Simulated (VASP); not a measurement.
# Si (a cell with a defect) in VASP: single point with PBEsol

Aim: the single point of Si (a cell with a defect) with PBEsol.

Program: VASP 6.6.1. These are calculated values, not measurements. Logs are shortened: lines on timing, memory, paths and dates and some standing lists are left out, and cuts for length are marked.

**1. The cell of the first run**

The cell holds a defect, 17 atoms: a = 7.679 Å, b = 7.679 Å, c = 7.679 Å, α = 60.00°, β = 60.00°, γ = 60.00°.

**2. Single point, PBEsol**

INCAR

```
SYSTEM = Si
ALGO = Normal
EDIFF = 1E-6
ENCUT = 520
GGA = PS
ISIF = 2
ISMEAR = -1
LASPH = .TRUE.
LCHARG = .FALSE.
LREAL = Auto
LWAVE = .FALSE.
NBANDS = 48
NELM = 60
PREC = Accurate
SIGMA = 0.05
```

KPOINTS

```
k-points
0
G
  2 2 2
  0 0 0
```

POSCAR

```
Si
1.0
    0.0000000000      5.4300000000      5.4300000000
    5.4300000000      0.0000000000      5.4300000000
    5.4300000000      5.4300000000      0.0000000000
Si
17
Direct
   -0.0021182320     -0.0026661142     -0.0083298343
    0.1443917127      0.1438427256      0.0675187845
    0.0183610497      0.0177910681      0.4456350829
    0.1151777164      0.1146335175      0.6195337017
   -0.0021158379      0.5127103131     -0.0083342541
    0.1101247698      0.6257140884      0.1380411602
   -0.0278367403      0.5085442910      0.5103420810
    0.1151941068      0.6502283610      0.6195263352
    0.5132592081     -0.0026669429     -0.0083290055
    0.6262627072      0.1095800184      0.1380395028
    0.5091068140     -0.0284086556      0.5103360958
    0.6508048803      0.1146291897      0.6195354512
    0.4785654696      0.4780209024      0.0649919890
    0.6262646409      0.6257138122      0.1380408840
    0.5090973297      0.5085500000      0.5103406077
    0.6047560773      0.6041894107      0.6864479742
    0.3132729282      0.3126605893      0.5609543278
```

Potentials or basis: VASP PAW PBE potentials, release 64 (Si).

Command:

```bash
$ cat potpaw_PBE.64/Si/POTCAR > POTCAR
$ mpirun -np 1 vasp_std > vasp.out
```

OUTCAR:

```text
SYSTEM = Si
   EDIFF = 1E-6
   ENCUT = 520
   GGA = PS
   ISIF = 2
   ISMEAR = -1
   LASPH = .TRUE.
   LREAL = Auto
   NELM = 60
   PREC = Accurate

 ion  position               nearest neighbor table
   1  0.998  0.997  0.992-   2 2.33  10 2.33   6 2.33   4 2.34
   2  0.144  0.144  0.068-   5 2.33   1 2.33   9 2.33   3 2.37
   3  0.018  0.018  0.446-  12 2.33   4 2.33   8 2.33   2 2.37
   4  0.115  0.115  0.620-   3 2.33   1 2.34  17 2.40   7 2.47  11 2.47
   5  0.998  0.513  0.992-   2 2.33  14 2.33   6 2.33   8 2.34
   6  0.110  0.626  0.138-  13 2.33   1 2.33   5 2.33   7 2.34
   7  0.972  0.509  0.510-  16 2.33   6 2.34  17 2.40   8 2.47   4 2.47
   8  0.115  0.650  0.620-   3 2.33   5 2.34  17 2.40   7 2.47  15 2.47
   9  0.513  0.997  0.992-   2 2.33  10 2.33  14 2.33  12 2.34
  10  0.626  0.110  0.138-  13 2.33   9 2.33   1 2.33  11 2.34
  11  0.509  0.972  0.510-  16 2.33  10 2.34  17 2.40   4 2.47  12 2.47
  12  0.651  0.115  0.620-   3 2.33   9 2.34  17 2.40  15 2.47  11 2.47
  13  0.479  0.478  0.065-   6 2.33  14 2.33  10 2.33  16 2.37  17 3.11
  14  0.626  0.626  0.138-  13 2.33   9 2.33   5 2.33  15 2.34
  15  0.509  0.509  0.510-  16 2.33  14 2.34  17 2.40   8 2.47  12 2.47
  16  0.605  0.604  0.686-  11 2.33  15 2.33   7 2.33  13 2.37
  17  0.313  0.313  0.561-  11 2.40  15 2.40   7 2.40  12 2.40   4 2.40   8 2.40  13 3.11

  LATTYP: Found a face centered cubic cell.
 ALAT       =    10.8600000000

  Lattice vectors:

 A1 = (   0.0000000000,   5.4300000000,   5.4300000000)
 A2 = (   5.4300000000,   0.0000000000,   5.4300000000)
 A3 = (   5.4300000000,   5.4300000000,   0.0000000000)

Analysis of symmetry for initial positions (statically):
=====================================================================
 Subroutine PRICEL returns:
 Original cell was already a primitive cell.

 Routine SETGRP: Setting up the symmetry group for a
 face centered cubic supercell.

 Subroutine GETGRP returns: Found  1 space group operations
 (whereof  1 operations were pure point group operations)
 out of a pool of 48 trial point group operations.

The static configuration has the point symmetry C_1 .

Analysis of symmetry for dynamics (positions and initial velocities):
=====================================================================
 Subroutine PRICEL returns:
 Original cell was already a primitive cell.

 Routine SETGRP: Setting up the symmetry group for a
 face centered cubic supercell.

 Subroutine GETGRP returns: Found  1 space group operations
 (whereof  1 operations were pure point group operations)
 out of a pool of 48 trial point group operations.

The dynamic configuration has the point symmetry C_1 .

 Subroutine INISYM returns: Found  1 space group operations
 (whereof  1 operations are pure point group operations),
 and found     1 'primitive' translations

----------------------------------------------------------------------------------------

                                     Primitive cell

  volume of cell :     320.2060

  direct lattice vectors                    reciprocal lattice vectors
     0.000000000  5.430000000  5.430000000    -0.092081031  0.092081031  0.092081031
     5.430000000  0.000000000  5.430000000     0.092081031 -0.092081031  0.092081031
     5.430000000  5.430000000  0.000000000     0.092081031  0.092081031 -0.092081031

  length of vectors
     7.679179644  7.679179644  7.679179644     0.159489025  0.159489025  0.159489025

  position of ions in fractional coordinates (direct lattice)
     0.997881768  0.997333886  0.991670166
     0.144391713  0.143842726  0.067518785
     0.018361050  0.017791068  0.445635083
     0.115177716  0.114633518  0.619533702
     0.997884162  0.512710313  0.991665746
     0.110124770  0.625714088  0.138041160
[... 9 lines left out ...]
     0.604756077  0.604189411  0.686447974
     0.313272928  0.312660589  0.560954328

  ion indices of the primitive-cell ions
   primitive index   ion index
                 1           1
                 2           2
                 3           3
                 4           4
                 5           5
                 6           6
[... 9 lines left out ...]
                16          16
                17          17

----------------------------------------------------------------------------------------

 KPOINTS: k-points

Automatic generation of k-mesh.
 Grid dimensions read from file:
 generate k-points for:    2    2    2

 Generating k-lattice:

  Cartesian coordinates                     Fractional coordinates (reciprocal lattice)
    -0.046040516  0.046040516  0.046040516     0.500000000  0.000000000  0.000000000
     0.046040516 -0.046040516  0.046040516     0.000000000  0.500000000  0.000000000
     0.046040516  0.046040516 -0.046040516     0.000000000  0.000000000  0.500000000

  Length of vectors
     0.079744512  0.079744512  0.079744512

  Shift w.r.t. Gamma in fractional coordinates (k-lattice)
     0.000000000  0.000000000  0.000000000

 Subroutine IBZKPT returns following result:
 ===========================================

 Found      8 irreducible k-points:

 Following reciprocal coordinates:
            Coordinates               Weight
  0.000000  0.000000  0.000000      1.000000
  0.500000  0.000000  0.000000      1.000000
  0.000000  0.500000  0.000000      1.000000
  0.000000  0.000000  0.500000      1.000000
  0.500000  0.500000  0.500000      1.000000
  0.500000  0.500000  0.000000      1.000000
  0.000000  0.500000  0.500000      1.000000
  0.500000  0.000000  0.500000      1.000000
   k-points           NKPTS =      8   k-points in BZ     NKDIM =      8   number of bands    NBANDS=     48
   number of dos      NEDOS =    301   number of ions     NIONS =     17
   total plane-waves  NPLWV = 216000
   dimension x,y,z NGX =    60 NGY =   60 NGZ =   60
   dimension x,y,z NGXF=   120 NGYF=  120 NGZF=  120
   ions per type =              17
   NGX,Y,Z   is equivalent  to a cutoff of  12.99, 12.99, 12.99 a.u.
   NGXF,Y,Z  is equivalent  to a cutoff of  25.98, 25.98, 25.98 a.u.
 SYSTEM =  Si
   PREC   = accura    normal or accurate (medium, high low for compatibility)
   ISTART =      0    job   : 0-new  1-cont  2-samecut
   ICHARG =      2    charge: 1-file 2-atom 10-const
   ISPIN  =      1    spin polarized calculation?
   LNONCOLLINEAR =      F non collinear calculations
   LSORBIT =      F    spin-orbit coupling
   LASPH  =      T    aspherical Exc in radial PAW
   ENCUT  =  520.0 eV  38.22 Ry    6.18 a.u.  14.28 14.28 14.28*2*pi/ulx,y,z
   NELM   =     60;   NELMIN=  2; NELMDL= -5     # of ELM steps
   EDIFF  = 0.1E-05   stopping-criterion for ELM
   LREAL  =      T    real-space projection
   EDIFFG = 0.1E-04   stopping-criterion for IOM
   NSW    =      0    number of steps for IOM
   IBRION =     -1    ionic relax: 0-MD 1-quasi-New 2-CG
   NFREE  =      0    steps in history (QN), initial steepest desc. (CG)
   ISIF   =      2    stress and relaxation
   ISYM   =      2    0-nonsym 1-usesym 2-fastsym
   POTIM  = 0.5000    time-step for ionic-motion
   TEBEG  =    0.0;   TEEND  =   0.0 temperature during run
   PSTRESS=    0.0 pullay stress
   NELECT =      68.0000    total number of electrons
   NUPDOWN=      -1.0000    fix difference up-down
   EMIN   =  10.00;   EMAX   =-10.00  energy-range for DOS
   EFERMI =   0.00;   METHOD = LEGACY
   ISMEAR =    -1;   SIGMA  =   0.05  broadening in eV -4-tet -1-fermi 0-gaus
   EFERMI_NEDOS =   21; number of points for ismear=-14 and -15
   IALGO  =     38    algorithm
   IMIX   =      4    mixing-type and parameters
     AMIX     =   0.40;   BMIX     =  1.00
     AMIX_MAG =   1.60;   BMIX_MAG =  1.00
  volume/ion in A,a.u.               =      18.84       127.11
  Fermi-wavevector in a.u.,A,eV,Ry     =   0.976715  1.845724 12.979587  0.953973
  Thomas-Fermi vector in A             =   2.107356
   LORBIT       =      0    0 simple, 1 ext, 2 COOP (PROOUT), +10 PAW based schemes
   GGA     = PS    functional components
   LHFCALC =     F    Hartree Fock is set to
   AEXX    =    0.0000 exact exchange contribution
   IVDW    =     0    specifies the selected vdW correction
   LEPSILON=     F    determine dielectric tensor
   LRPA    =     F    only Hartree local field effects (RPA)
 non-spin polarized calculation
  energy-cutoff  :      520.00
  volume of cell :      320.21
 maximum number of plane-waves:      8646
 NGX is ok and might be reduce to    60
   NGX = 29   NGY = 29   NGZ = 29

 number of electron      68.0000000 magnetization

 Free energy of the ion-electron system (eV)
  ---------------------------------------------------
  ext. energy  EPLUGINS =         0.00000000
  ---------------------------------------------------
  free energy    TOTEN  =       -93.64341697 eV

  energy without entropy =      -93.61172636  energy(sigma->0) =      -93.62757166

 E-fermi :   6.5705     XC(G=0):  -9.8244

 val. band max:        6.5619020258   @ k =   0.0000   0.0000   0.5000
 cond. band min:       6.6157666305   @ k =   0.0000   0.0000   0.0000
 fundamental gap:      0.0538646047
 Fermi energy:         6.5705305240

 k-point     1 :       0.0000    0.0000    0.0000
  band No.  band energies     occupation
      1      -6.2791      2.00000
      2      -3.9264      2.00000
      3      -3.6784      2.00000
      4      -3.6784      2.00000
      5      -3.4314      2.00000
      6      -2.5861      2.00000
[... 38 lines left out ...]
     45       8.6285      0.00000
     46       8.7537      0.00000

 k-point     2 :       0.5000    0.0000    0.0000
  band No.  band energies     occupation
      1      -5.8006      2.00000
      2      -5.0576      2.00000
      3      -3.6448      2.00000
      4      -3.4924      2.00000
      5      -3.2440      2.00000
      6      -3.0641      2.00000
[... 286 lines left out ...]
 k-point     8 :       0.5000    0.0000    0.5000
  band No.  band energies     occupation
      1      -5.6698      2.00000
      2      -4.7617      2.00000
      3      -4.1162      2.00000
      4      -3.9324      2.00000
      5      -3.8488      2.00000
      6      -3.6678      2.00000
[... 38 lines left out ...]
     45      10.2870      0.00000
     46      10.3389      0.00000
 [bands above 46 left out]

------------------------ aborting loop because EDIFF is reached ----------------------------------------

  FORCE on cell =-STRESS in cart. coord.  units (eV):
  Direction    XX          YY          ZZ          XY          YZ          ZX
  --------------------------------------------------------------------------------------
  -------------------------------------------------------------------------------------
  Total        5.3869304      5.3846339      5.3849822     -0.9163445      0.9163179      0.9164133
  in kB       26.9539528     26.9424618     26.9442050     -4.5850058      4.5848724      4.5853501
  external PRESSURE =      26.9468732 kB  Pullay stress =       0.0000000 kB

 VOLUME and BASIS-vectors are now :
 -----------------------------------------------------------------------------
  energy-cutoff  :      520.00
  volume of cell :      320.21
      direct lattice vectors                 reciprocal lattice vectors
     0.000000000  5.430000000  5.430000000    -0.092081031  0.092081031  0.092081031
     5.430000000  0.000000000  5.430000000     0.092081031 -0.092081031  0.092081031
     5.430000000  5.430000000  0.000000000     0.092081031  0.092081031 -0.092081031

 POSITION                                       TOTAL-FORCE (eV/Angst)
 -----------------------------------------------------------------------------------
     10.80029     10.80327     10.83402         0.004656      0.003937     -0.000214
      1.14769      1.15067      1.56511        -0.003877     -0.005043      0.004488
      2.51640      2.51950      0.19631        -0.008959     -0.009588      0.008854
      3.98653      3.98948      1.24788         0.004410      0.004785      0.010878
      8.16876     10.80326      8.20253         0.000005      0.003796     -0.003906
      4.14719      1.34754      3.99561         0.003234     -0.007466     -0.003905
[... 9 lines left out ...]
      7.00816      7.01124      6.56457        -0.007140     -0.006212      0.006544
      4.74373      4.74705      3.39882         0.000704     -0.000147     -0.000452
 -----------------------------------------------------------------------------------
    total drift:                               -0.002455      0.004911     -0.002085

  FREE ENERGIE OF THE ION-ELECTRON SYSTEM (eV)
  ---------------------------------------------------
  free  energy   TOTEN  =       -93.6434169702 eV

  energy  without entropy=      -93.6117263592  energy(sigma->0) =      -93.62757166
```

It took 3.5 min on 1 thread of AMD EPYC 7R43 (Zen 3), shared host; peak memory 0.41 GiB.

Results:

```yaml
Free_energy: -93.6434 eV
Pressure: 2.7 GPa
Largest_force: 0.021 eV/Å
Band_gap_on_the_k_mesh: 0.05 eV
```

Forces in eV/Å, atoms in the order of the input:
```
Si   0.005  0.004  0.000
Si  -0.004 -0.005  0.004
Si  -0.009 -0.010  0.009
Si   0.004  0.005  0.011
Si   0.000  0.004 -0.004
Si   0.003 -0.007 -0.004
Si   0.009 -0.014 -0.009
Si  -0.011  0.004 -0.004
Si   0.005  0.000 -0.004
Si  -0.007  0.003 -0.004
Si  -0.015  0.011 -0.011
Si   0.005 -0.011 -0.004
Si   0.008  0.008 -0.008
Si   0.003  0.004  0.008
Si   0.010  0.011  0.014
Si  -0.007 -0.006  0.007
Si   0.001  0.000  0.000
```

Levels at points of the mesh, in eV from the valence-band top:
| k point | band 32 | band 33 | band 34 | band 35 | band 36 | band 37 |
| --- | --- | --- | --- | --- | --- | --- |
| (0.00, 0.00, 0.00) | -0.54 | -0.54 | -0.35 | 0.05 | 0.05 | 0.35 |
| (0.50, 0.00, 0.00) | -1.20 | -0.73 | -0.22 | 0.37 | 0.71 | 1.02 |
| (0.00, 0.50, 0.00) | -1.20 | -0.73 | -0.22 | 0.37 | 0.71 | 1.02 |
| (0.00, 0.00, 0.50) | -1.11 | -1.11 | 0.00 | 0.50 | 0.50 | 1.30 |
| (0.50, 0.50, 0.50) | -1.20 | -0.73 | -0.22 | 0.37 | 0.71 | 1.02 |
| (0.50, 0.50, 0.00) | -1.55 | -0.31 | -0.17 | 0.59 | 1.53 | 1.57 |
| (0.00, 0.50, 0.50) | -1.55 | -0.31 | -0.17 | 0.59 | 1.53 | 1.57 |
| (0.50, 0.00, 0.50) | -1.55 | -0.31 | -0.17 | 0.59 | 1.53 | 1.57 |

Caveat: the k points lie up to 0.50 Å⁻¹ apart; the PAW data sets were made with another functional, which shifts forces and pressure a little.
